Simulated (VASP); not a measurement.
Here is a VASP 6.6.1 calculation.

Contents of POSCAR:

```
BN
1.0
    2.4913353474     -0.0520689087      0.0000000000
   -1.2907606715      2.1835941546      0.0000000000
    0.0000000000      0.0000000000      4.0010591824
B N
2 2
Direct
    0.0000000000      0.0000000000      0.0000000000
    0.0000000000      0.0000000000      0.5000000000
    0.3458795905      0.6669733160      0.2500000000
    0.6541204095      0.3330266840      0.7500000000
```

The input INCAR.step1:

```
PREC = Accurate
ENCUT = 520
ISMEAR = 0
SIGMA = 0.01
LREAL = False
LASPH = True
NELM = 100
NBANDS = 16
GGA = PE
ALGO = Normal
EDIFF = 1E-4
LWAVE = True
LCHARG = False
```

Contents of INCAR.step2:

```
PREC = Accurate
ENCUT = 520
EDIFF = 1E-6
ISMEAR = 0
SIGMA = 0.01
LREAL = False
LASPH = True
NELM = 100
ALGO = Normal
ISIF = 2
LWAVE = False
LCHARG = True
METAGGA = R2SCAN
LMIXTAU = True
LELF = True
LVHAR = True
NBANDS = 16
ISTART = 1
```

Contents of KPOINTS:

```
Automatic mesh
0
Gamma
  12 12 6
```

Potentials or basis: VASP PAW PBE potentials, release 64 (B, N).

Launch:

```bash
$ cat potpaw_PBE.64/B/POTCAR potpaw_PBE.64/N/POTCAR > POTCAR
$ cp INCAR.step1 INCAR
$ mpirun -np 1 vasp_std > vasp.out
$ cp INCAR.step2 INCAR
$ mpirun -np 1 vasp_std > vasp.out
```

Problem. What does it give for the largest force?

Solution. 0.009 eV/Å.

Problem. Predict the pressure.

Solution. 1.8 GPa.

Problem. Predict the band gap on the k mesh.

Solution. 1.80 eV, indirect (least direct gap 5.34 eV).

Stress tensor (GPa, compression positive):
```
1.52 5.58 0.00
5.58 3.01 0.00
0.00 0.00 0.76
```

Caveat: the cell differs from its parent crystal (shear xy strain -4.2%); the PAW data sets were made with another functional, which shifts forces and pressure a little. A k mesh can miss the band edges.
